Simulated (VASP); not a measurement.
Here is a VASP 6.6.1 calculation.

INCAR

```
SYSTEM = KI
PREC = Accurate
ENCUT = 520
EDIFF = 1E-8
ISMEAR = 0
SIGMA = 0.01
LREAL = .FALSE.
LASPH = .TRUE.
NELM = 80
ALGO = Normal
ISIF = 2
LWAVE = .FALSE.
LCHARG = .FALSE.
METAGGA = R2SCAN
LMIXTAU = .TRUE.
LCALCEPS = .TRUE.
```

Contents of KPOINTS:

```
Automatic mesh
0
G
  6 6 6
  0 0 0
```

The input POSCAR:

```
KI
1.0
    4.2910851989      0.0000000000      0.0000000000
    0.0000000000      4.2910851989      0.0000000000
    0.0000000000      0.0000000000      4.2910851989
K I
1 1
Direct
    0.0000000000      0.0000000000      0.0000000000
    0.5000000000      0.5000000000      0.5000000000
```

Potentials or basis: VASP PAW PBE potentials, release 64 (K_sv, I).

Launch:

```console
$ cat potpaw_PBE.64/K_sv/POTCAR potpaw_PBE.64/I/POTCAR > POTCAR
$ mpirun -np 1 vasp_std > vasp.out
```

(1) Estimate the electronic dielectric tensor (diagonal).

(2) What does it give for the Born charges (mean of the diagonal)?

(3) Predict the band gap on the k mesh.

Results:

(1) 3.05.

(2) K +1.23; I -1.23 e.

(3) 4.04 eV (least direct gap 4.41 eV).

Caveat: spin-orbit coupling is left out, which moves the levels of the heavy elements.
